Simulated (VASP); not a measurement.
# SiW (CsCl type) in VASP: a series of runs, part 2 of 2

VASP 6.6.1.

### Step 3. Electric field gradients, PBE (atom 1 (W) moved by [0.08, 0.0, 0.0] A)

File INCAR:

```
ALGO = Normal
EDIFF = 1E-8
ENCUT = 520
GGA = PE
ISIF = 2
ISMEAR = -1
LASPH = T
LCHARG = F
LEFG = T
LREAL = F
LWAVE = F
NBANDS = 16
NELM = 100
PREC = Accurate
SIGMA = 0.03
```

File KPOINTS:

```
k-points
0
Gamma
  11 11 11
```

File POSCAR:

```
SiW
1.0
    3.0570944066      0.0000000000      0.0000000000
    0.0000000000      3.0570944066      0.0000000000
    0.0000000000      0.0000000000      3.0570944066
W Si
1 1
Direct
    0.0261686390      0.0000000000      0.0000000000
    0.5000000000      0.5000000000      0.5000000000
```

Potentials or basis: VASP PAW PBE potentials, release 64 (W_sv, Si).

Launch:

```bash
$ cat potpaw_PBE.64/W_sv/POTCAR potpaw_PBE.64/Si/POTCAR > POTCAR
$ mpirun -np 1 vasp_std > vasp.out
```

OUTCAR:

```text
EDIFF = 1E-8
   ENCUT = 520
   GGA = PE
   ISIF = 2
   ISMEAR = -1
   LASPH = T
   LREAL = F
   NELM = 100
   PREC = Accurate

 ion  position               nearest neighbor table
   1  0.026  0.000  0.000-   2 2.60   2 2.60   2 2.60   2 2.60   2 2.69   2 2.69   2 2.69   2 2.69

   2  0.500  0.500  0.500-   1 2.60   1 2.60   1 2.60   1 2.60   1 2.69   1 2.69   1 2.69   1 2.69

  LATTYP: Found a simple cubic cell.
 ALAT       =     3.0570944066

  Lattice vectors:

 A1 = (   3.0570944066,   0.0000000000,   0.0000000000)
 A2 = (   0.0000000000,   3.0570944066,   0.0000000000)
 A3 = (   0.0000000000,   0.0000000000,   3.0570944066)

Analysis of symmetry for initial positions (statically):
=====================================================================
 Subroutine PRICEL returns:
 Original cell was already a primitive cell.

 Routine SETGRP: Setting up the symmetry group for a
 simple cubic supercell.

 Subroutine GETGRP returns: Found  8 space group operations
 (whereof  8 operations were pure point group operations)
[... 644 lines left out ...]
     3.057094407  0.000000000  0.000000000     0.327107988  0.000000000  0.000000000
     0.000000000  3.057094407  0.000000000     0.000000000  0.327107988  0.000000000
     0.000000000  0.000000000  3.057094407     0.000000000  0.000000000  0.327107988

 POSITION                                       TOTAL-FORCE (eV/Angst)
 -----------------------------------------------------------------------------------
      0.08000      0.00000      0.00000        -0.511331     -0.000000      0.000000
      1.52855      1.52855      1.52855         0.511331      0.000000     -0.000000
 -----------------------------------------------------------------------------------
    total drift:                               -0.000063      0.000000      0.000001

  FREE ENERGIE OF THE ION-ELECTRON SYSTEM (eV)
  ---------------------------------------------------
  free  energy   TOTEN  =       -18.0894429240 eV

  energy  without entropy=      -18.0789323993  energy(sigma->0) =      -18.08418766

 Electric field gradients (V/A^2)
---------------------------------------------------------------------
 ion       V_xx      V_yy      V_zz      V_xy      V_xz      V_yz
---------------------------------------------------------------------
   1       9.527    -4.763    -4.763     0.000    -0.000     0.000
   2       1.519    -0.760    -0.760    -0.000    -0.000    -0.000
---------------------------------------------------------------------

 Electric field gradients after diagonalization (V/A^2)
 (convention: |V_zz| > |V_xx| > |V_yy|)
----------------------------------------------------------------------
 ion       V_xx      V_yy      V_zz     asymmetry (V_yy - V_xx)/ V_zz
----------------------------------------------------------------------
   1      -4.763    -4.763     9.527       0.000
   2      -0.760    -0.760     1.519       0.000
----------------------------------------------------------------------

           NMR quadrupolar parameters

 Cq : quadrupolar parameter    Cq=e*Q*V_zz/h
 eta: asymmetry parameters     (V_yy - V_xx)/ V_zz
 Q  : nuclear electric quadrupole moment in mb (millibarn)
----------------------------------------------------------------------
 ion       Cq(MHz)       eta       Q (mb)
----------------------------------------------------------------------
   1       0.023       0.000       1.000
   2       0.004       0.000       1.000
----------------------------------------------------------------------
```

OSZICAR:

```text
N       E                     dE             d eps       ncg     rms          rms(c)
DAV:   1     0.106970692347E+03    0.10697E+03   -0.91281E+03  4032   0.119E+03
DAV:   2    -0.165566712763E+02   -0.12353E+03   -0.11959E+03  4872   0.317E+02
DAV:   3    -0.190770181960E+02   -0.25203E+01   -0.25081E+01  4672   0.421E+01
DAV:   4    -0.190933786827E+02   -0.16360E-01   -0.16359E-01  5064   0.382E+00
DAV:   5    -0.190935903514E+02   -0.21167E-03   -0.21167E-03  4776   0.411E-01    0.220E+01
DAV:   6    -0.181521895234E+02    0.94140E+00   -0.27304E+00  4336   0.136E+01    0.681E+00
DAV:   7    -0.181063500740E+02    0.45839E-01   -0.64590E-02  4440   0.185E+00    0.346E+00
DAV:   8    -0.180896162862E+02    0.16734E-01   -0.19317E-02  4848   0.955E-01    0.224E-01
DAV:   9    -0.180894876140E+02    0.12867E-03   -0.35549E-04  4488   0.148E-01    0.146E-01
DAV:  10    -0.180894516798E+02    0.35934E-04   -0.15145E-04  4880   0.128E-01    0.194E-02
DAV:  11    -0.180894433903E+02    0.82895E-05   -0.23185E-05  4640   0.461E-02    0.120E-02
DAV:  12    -0.180894431778E+02    0.21248E-06   -0.15209E-06  4712   0.853E-03    0.300E-03
DAV:  13    -0.180894430095E+02    0.16834E-06   -0.66358E-08  4728   0.285E-03    0.552E-04
DAV:  14    -0.180894429376E+02    0.71886E-07   -0.91505E-09  3280   0.712E-04    0.118E-04
DAV:  15    -0.180894429272E+02    0.10336E-07   -0.61646E-10  2256   0.257E-04    0.125E-04
DAV:  16    -0.180894429240E+02    0.32276E-08   -0.93547E-11  2240   0.954E-05
   1 F= -.18089443E+02 E0= -.18084188E+02  d E =-.105105E-01
```

It took 27 s on 1 thread of Intel Xeon 6975P-C, shared host; peak memory 0.18 GiB.

Results:

```yaml
Free_energy: -18.0894 eV
Pressure: 0.8 GPa
Largest_force: 0.511 eV/Å
Band_gap_on_the_k_mesh: zero (band 9 reaches 13.65 eV, above the bottom of band 10 at 10.75 eV)
```

Forces on the atoms (eV/Å):
```
W   -0.511  0.000  0.000
Si   0.511  0.000  0.000
```

Levels at points of the mesh, in eV from the Fermi level:
```
           k point  band 5  band 6  band 7  band 8  band 9  band 10  band 11  band 12  band 13  band 14
(0.00, 0.00, 0.00)  -12.59   -3.69   -3.68    1.73    1.73     1.79     2.49     2.52     2.52     8.89
```

Electric field gradients, principal values (V/Å²):
| atom | least | middle | greatest (by size) |
| --- | --- | --- | --- |
| 1 W | -4.763 | -4.763 | 9.527 |
| 2 Si | -0.760 | -0.760 | 1.519 |

Caveat: the cell differs from its parent crystal (atom 1 (W) moved by [0.08, 0.0, 0.0] A); without QUAD_EFG the Cq values of the log hold for a quadrupole moment of 1 mb, not for the nuclei; spin-orbit coupling is left out, which moves the levels of the heavy elements.

### Step 4. Electric field gradients, PBE (x and y stretched by +1.5 %, z held)

File INCAR:

```
PREC = Accurate
ENCUT = 520
EDIFF = 1E-8
ISMEAR = -1
SIGMA = 0.03
LREAL = False
LASPH = True
NELM = 80
ALGO = Normal
ISIF = 2
LWAVE = False
LCHARG = False
GGA = PE
LEFG = True
NBANDS = 16
```

File KPOINTS:

```
Automatic mesh
0
Gamma
  11 11 11
```

File POSCAR:

```
SiW
1.0
    3.1029508227      0.0000000000      0.0000000000
    0.0000000000      3.1029508227      0.0000000000
    0.0000000000      0.0000000000      3.0570944066
W Si
1 1
Direct
    0.0000000000      0.0000000000      0.0000000000
    0.5000000000      0.5000000000      0.5000000000
```

Potentials or basis: VASP PAW PBE potentials, release 64 (W_sv, Si).

Launch:

```bash
$ cat potpaw_PBE.64/W_sv/POTCAR potpaw_PBE.64/Si/POTCAR > POTCAR
$ mpirun -np 1 vasp_std > vasp.out
```

OUTCAR:

```text
PREC = Accurate
   ENCUT = 520
   EDIFF = 1E-8
   ISMEAR = -1
   LREAL = False
   LASPH = True
   NELM = 80
   ISIF = 2
   GGA = PE

 ion  position               nearest neighbor table
   1  0.000  0.000  0.000-   2 2.67   2 2.67   2 2.67   2 2.67   2 2.67   2 2.67   2 2.67   2 2.67

   2  0.500  0.500  0.500-   1 2.67   1 2.67   1 2.67   1 2.67   1 2.67   1 2.67   1 2.67   1 2.67

  LATTYP: Found a simple tetragonal cell.
 ALAT       =     3.1029508227
 C/A-ratio  =     0.9852216749

  Lattice vectors:

[... 669 lines left out ...]
  FREE ENERGIE OF THE ION-ELECTRON SYSTEM (eV)
  ---------------------------------------------------
  free  energy   TOTEN  =       -18.0957966171 eV

  energy  without entropy=      -18.0865738219  energy(sigma->0) =      -18.09118522

 Electric field gradients (V/A^2)
---------------------------------------------------------------------
 ion       V_xx      V_yy      V_zz      V_xy      V_xz      V_yz
---------------------------------------------------------------------
   1       9.364     9.364   -18.728    -0.000    -0.000     0.000
   2      -1.266    -1.266     2.533    -0.000    -0.000    -0.000
---------------------------------------------------------------------

 Electric field gradients after diagonalization (V/A^2)
 (convention: |V_zz| > |V_xx| > |V_yy|)
----------------------------------------------------------------------
 ion       V_xx      V_yy      V_zz     asymmetry (V_yy - V_xx)/ V_zz
----------------------------------------------------------------------
   1       9.364     9.364   -18.728       0.000
   2      -1.266    -1.266     2.533       0.000
----------------------------------------------------------------------

           NMR quadrupolar parameters

 Cq : quadrupolar parameter    Cq=e*Q*V_zz/h
 eta: asymmetry parameters     (V_yy - V_xx)/ V_zz
 Q  : nuclear electric quadrupole moment in mb (millibarn)
----------------------------------------------------------------------
 ion       Cq(MHz)       eta       Q (mb)
----------------------------------------------------------------------
   1      -0.045       0.000       1.000
   2       0.006       0.000       1.000
----------------------------------------------------------------------
```

OSZICAR:

```text
N       E                     dE             d eps       ncg     rms          rms(c)
DAV:   1     0.106826329520E+03    0.10683E+03   -0.90970E+03  4032   0.118E+03
DAV:   2    -0.165341818262E+02   -0.12336E+03   -0.11944E+03  4856   0.315E+02
DAV:   3    -0.191190655255E+02   -0.25849E+01   -0.25580E+01  4696   0.420E+01
DAV:   4    -0.191362198376E+02   -0.17154E-01   -0.17152E-01  5040   0.387E+00
DAV:   5    -0.191364440136E+02   -0.22418E-03   -0.22417E-03  4856   0.423E-01    0.207E+01
DAV:   6    -0.181584860131E+02    0.97796E+00   -0.29430E+00  4328   0.139E+01    0.609E+00
DAV:   7    -0.181135233043E+02    0.44963E-01   -0.72880E-02  4344   0.191E+00    0.325E+00
DAV:   8    -0.180960262309E+02    0.17497E-01   -0.21334E-02  4992   0.108E+00    0.217E-01
DAV:   9    -0.180958341834E+02    0.19205E-03   -0.37620E-04  4504   0.177E-01    0.152E-01
DAV:  10    -0.180958066005E+02    0.27583E-04   -0.10868E-04  4728   0.108E-01    0.231E-02
DAV:  11    -0.180957971108E+02    0.94897E-05   -0.14461E-05  4736   0.246E-02    0.158E-02
DAV:  12    -0.180957967724E+02    0.33846E-06   -0.13778E-06  4576   0.986E-03    0.180E-03
DAV:  13    -0.180957966794E+02    0.92979E-07   -0.16760E-07  4736   0.251E-03    0.416E-04
DAV:  14    -0.180957966389E+02    0.40506E-07   -0.41758E-09  2864   0.540E-04    0.192E-04
DAV:  15    -0.180957966252E+02    0.13660E-07   -0.31556E-10  2416   0.178E-04    0.744E-05
DAV:  16    -0.180957966171E+02    0.81575E-08   -0.30551E-11  2216   0.549E-05
   1 F= -.18095797E+02 E0= -.18091185E+02  d E =-.922280E-02
```

Wall time 26 s (1 thread of Intel Xeon 6975P-C, shared host); peak memory 0.18 GiB.

What came out:

```
Free energy            : -18.0958 eV
Pressure               : -6.0 GPa
Band gap on the k mesh : zero (band 9 reaches 13.15 eV, above the bottom of band 10 at 10.37 eV)
```

Levels at points of the mesh, in eV from the Fermi level:
```csv
k point,band 7,band 8,band 9,band 10,band 11,band 12
"(0.00, 0.00, 0.00)",-3.51,1.63,1.78,1.78,2.25,2.25
```

Electric field gradients, principal values (V/Å²):
```csv
atom,least,middle,greatest (by size)
1 W,9.364,9.364,-18.728
2 Si,-1.266,-1.266,2.533
```

Caveat: the cell differs from its parent crystal (x and y stretched by +1.5 %, z held); without QUAD_EFG the Cq values of the log hold for a quadrupole moment of 1 mb, not for the nuclei; spin-orbit coupling is left out, which moves the levels of the heavy elements.

### Step 5. Electric field gradients, PBE (x and y stretched by +1.5 %, z held)

File INCAR:

```
SYSTEM = SiW
ALGO     = Normal         ! electronic algorithm
EDIFF    = 1E-8           ! SCF threshold, eV
ENCUT    = 520            ! plane-wave cutoff, eV
GGA      = PE             ! functional
ISIF     = 2              ! what is computed and relaxed
ISMEAR   = -1             ! smearing method
LASPH    = .TRUE.         ! aspherical terms in the spheres
LCHARG   = .FALSE.        ! write CHGCAR
LEFG     = .TRUE.       
LREAL    = .FALSE.        ! projectors in reciprocal space
LWAVE    = .FALSE.        ! write WAVECAR
NBANDS   = 16             ! bands
NELM     = 100            ! most SCF steps
PREC     = Accurate       ! precision mode
SIGMA    = 0.03           ! smearing width, eV
```

File KPOINTS:

```
k-points
0
G
  11 11 11
  0 0 0
```

POSCAR is that of step 4.

Potentials or basis: VASP PAW PBE potentials, release 64 (W_sv, Si).

Launch:

```bash
$ cat potpaw_PBE.64/W_sv/POTCAR potpaw_PBE.64/Si/POTCAR > POTCAR
$ mpirun -np 1 vasp_std > vasp.out
```

OUTCAR:

```text
SYSTEM = SiW
   EDIFF = 1E-8
   ENCUT = 520
   GGA = PE
   ISIF = 2
   ISMEAR = -1
   LASPH = .TRUE.
   LREAL = .FALSE.
   NELM = 100
   PREC = Accurate

 ion  position               nearest neighbor table
   1  0.000  0.000  0.000-   2 2.67   2 2.67   2 2.67   2 2.67   2 2.67   2 2.67   2 2.67   2 2.67

   2  0.500  0.500  0.500-   1 2.67   1 2.67   1 2.67   1 2.67   1 2.67   1 2.67   1 2.67   1 2.67

  LATTYP: Found a simple tetragonal cell.
 ALAT       =     3.1029508227
 C/A-ratio  =     0.9852216749

  Lattice vectors:

 A1 = (   3.1029508227,   0.0000000000,   0.0000000000)
 A2 = (   0.0000000000,   3.1029508227,   0.0000000000)
 A3 = (   0.0000000000,   0.0000000000,   3.0570944066)

Analysis of symmetry for initial positions (statically):
=====================================================================
 Subroutine PRICEL returns:
 Original cell was already a primitive cell.

 Routine SETGRP: Setting up the symmetry group for a
 simple tetragonal supercell.
[... 646 lines left out ...]
      direct lattice vectors                 reciprocal lattice vectors
     3.102950823  0.000000000  0.000000000     0.322273880  0.000000000  0.000000000
     0.000000000  3.102950823  0.000000000     0.000000000  0.322273880  0.000000000
     0.000000000  0.000000000  3.057094407     0.000000000  0.000000000  0.327107988

 POSITION                                       TOTAL-FORCE (eV/Angst)
 -----------------------------------------------------------------------------------
      0.00000      0.00000      0.00000         0.000000      0.000000      0.000000
      1.55148      1.55148      1.52855         0.000000      0.000000      0.000000
 -----------------------------------------------------------------------------------
    total drift:                                0.000000      0.000000      0.000000

  FREE ENERGIE OF THE ION-ELECTRON SYSTEM (eV)
  ---------------------------------------------------
  free  energy   TOTEN  =       -18.0957966171 eV

  energy  without entropy=      -18.0865738219  energy(sigma->0) =      -18.09118522

 Electric field gradients (V/A^2)
---------------------------------------------------------------------
 ion       V_xx      V_yy      V_zz      V_xy      V_xz      V_yz
---------------------------------------------------------------------
   1       9.364     9.364   -18.728    -0.000    -0.000     0.000
   2      -1.266    -1.266     2.533    -0.000    -0.000    -0.000
---------------------------------------------------------------------

 Electric field gradients after diagonalization (V/A^2)
 (convention: |V_zz| > |V_xx| > |V_yy|)
----------------------------------------------------------------------
 ion       V_xx      V_yy      V_zz     asymmetry (V_yy - V_xx)/ V_zz
----------------------------------------------------------------------
   1       9.364     9.364   -18.728       0.000
   2      -1.266    -1.266     2.533       0.000
----------------------------------------------------------------------

           NMR quadrupolar parameters

 Cq : quadrupolar parameter    Cq=e*Q*V_zz/h
 eta: asymmetry parameters     (V_yy - V_xx)/ V_zz
 Q  : nuclear electric quadrupole moment in mb (millibarn)
----------------------------------------------------------------------
 ion       Cq(MHz)       eta       Q (mb)
----------------------------------------------------------------------
   1      -0.045       0.000       1.000
   2       0.006       0.000       1.000
----------------------------------------------------------------------
```

stdout:

```text
POSCAR found type information on POSCAR W Si
 POSCAR found :  2 types and       2 ions
 scaLAPACK will be used
 LDA part: xc-table for (Slater+PW92), standard interpolation
 POSCAR, INCAR and KPOINTS ok, starting setup
 FFT: planning ... GRIDC
 FFT: planning ... GRID_SOFT
 FFT: planning ... GRID
 WAVECAR not read
 entering main loop
ion   1

ion   2
```

Wall time 27 s (1 thread of Intel Xeon 6975P-C, shared host); peak memory 0.18 GiB.

Results:

| Item | Value |
| --- | --- |
| Free energy | -18.0958 eV |
| Pressure | -6.0 GPa |
| Band gap on the k mesh | zero (band 9 reaches 13.15 eV, above the bottom of band 10 at 10.37 eV) |

Electric field gradients, principal values (V/Å²):
```tsv
atom	least	middle	greatest (by size)
1 W	9.364	9.364	-18.728
2 Si	-1.266	-1.266	2.533
```

Caveat: the cell differs from its parent crystal (x and y stretched by +1.5 %, z held); without QUAD_EFG the Cq values of the log hold for a quadrupole moment of 1 mb, not for the nuclei; spin-orbit coupling is left out, which moves the levels of the heavy elements.

### Step 6. The runs side by side

```csv
cell,gap on the mesh (eV),pressure (GPa)
"a = 3.072, b = 3.072, c = 3.027 Å, 2 atoms",none,0.2
"a = 3.057 Å, 2 atoms",none,0.8
"a = 3.103, b = 3.103, c = 3.057 Å, 2 atoms",none,-6.0
```

Alike in all rows: task electric field gradients; level PBE; potentials or basis VASP PAW PBE potentials, release 64 (W_sv, Si); no spin polarisation; k mesh 11 × 11 × 11; cutoff (eV) 520; smearing fermi-dirac 0.03 eV.

Caveats: spin-orbit coupling is left out, which moves the levels of the heavy elements.

Absolute energies hang on the potentials; compare differences alone.
